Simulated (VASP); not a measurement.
Set up this calculation in VASP 6.6.1, as the native input.

```
Task                   : single point
Functional             : PBE
Potentials or basis    : VASP PAW PBE potentials, release 64 (Sb, Te, O)
Cutoff                 : 520 eV
k mesh                 : 12 × 12 × 12
Occupations            : gaussian, width 0.1 eV
Spin                   : no spin polarisation
Dipole correction      : no
Further INCAR settings : ALGO = Normal; EDIFF = 1e-07; NBANDS = 26
```

The structure of SbTe2O3 lies in POSCAR:

```
SbTe2O3
1.0
   -2.3849254901      2.3849254901      4.5803042040
    2.3849254901     -2.3849254901      4.5803042040
    2.3849254901      2.3849254901     -4.5803042040
Sb Te O
1 2 3
Direct
    0.5000000000      0.5000000000      0.0000000000
    0.7500000000      0.2500000000      0.5000000000
    0.2500000000      0.7500000000      0.5000000000
    0.5000000000      0.0000000000      0.5000000000
    0.0000000000      0.5000000000      0.5000000000
    0.0000000000      0.0000000000      0.0000000000
```

The cell was generated, and may not be a known phase.

The input as run:

INCAR

```
  PREC = Accurate
  ENCUT = 520
  EDIFF = 1E-7
  ISMEAR = 0
  SIGMA = 0.1
  LREAL = F
  LASPH = T
  NELM = 60
  ALGO = Normal
  ISIF = 2
  LWAVE = F
  LCHARG = F
  GGA = PE
  NBANDS = 26
```

KPOINTS

```
Automatic mesh
0
Gamma
  12 12 12
```

Potentials or basis: VASP PAW PBE potentials, release 64 (Sb, Te, O).

Run with:

```sh
$ cat potpaw_PBE.64/Sb/POTCAR potpaw_PBE.64/Te/POTCAR potpaw_PBE.64/O/POTCAR > POTCAR
$ mpirun -np 1 vasp_std > vasp.out
```

It gave:

The pressure is -0.5 GPa and the band gap on the k mesh is zero (an odd number of electrons rules out a gap without spin polarisation).

Caveat: spin-orbit coupling is left out, which moves the levels of the heavy elements; an odd number of electrons without spin polarisation forces a metal; a magnetic or distorted state may lie lower.

Wall time 12 min on 1 thread of Intel(R) Xeon(R) Platinum 8259CL CPU @ 2.50GHz (Skylake/Cascade Lake), on a shared host, peak memory 0.55 GiB.
